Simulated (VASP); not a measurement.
Sb, 1 atom in the cell. It takes space group P6/mmm (No. 191, hexagonal). Conventional cell: a = 3.169 Å, b = 3.169 Å, c = 3.018 Å, α = 90.00°, β = 90.00°, γ = 120.00°. Within 4.0 Å of Sb (site symmetry 6/mmm) lie 8 Sb at 3.02 to 3.17 Å.  This cell differs from its parent crystal: volume scaled by 0.9.

| Quantity | Value |
| --- | --- |
| Program | VASP 6.6.1 |
| Task | single point |
| Functional | PBE |
| Potentials or basis | VASP PAW PBE potentials, release 64 (Sb) |
| Cutoff | 520 eV |
| k mesh | 13 × 13 × 12 |
| Occupations | fermi-dirac, width 0.05 eV |
| Spin | no spin polarisation |
| Dipole correction | no |
| Further INCAR settings | ALGO = Normal; EDIFF = 1e-06; NBANDS = 8 |

Potentials or basis: VASP PAW PBE potentials, release 64 (Sb).

Run with:

```console
$ cat potpaw_PBE.64/Sb/POTCAR > POTCAR
$ mpirun -np 1 vasp_std > vasp.out
```

Hardware: 1 thread of Intel(R) Xeon(R) 6975P-C (Granite Rapids), on a shared host.

Question: How long does it take, and how much memory?

Answer: Run time: 6.5 s on 1 thread of Intel(R) Xeon(R) 6975P-C (Granite Rapids), on a shared host, peak memory 0.15 GiB. Counts: scf iterations 9, k points 147.
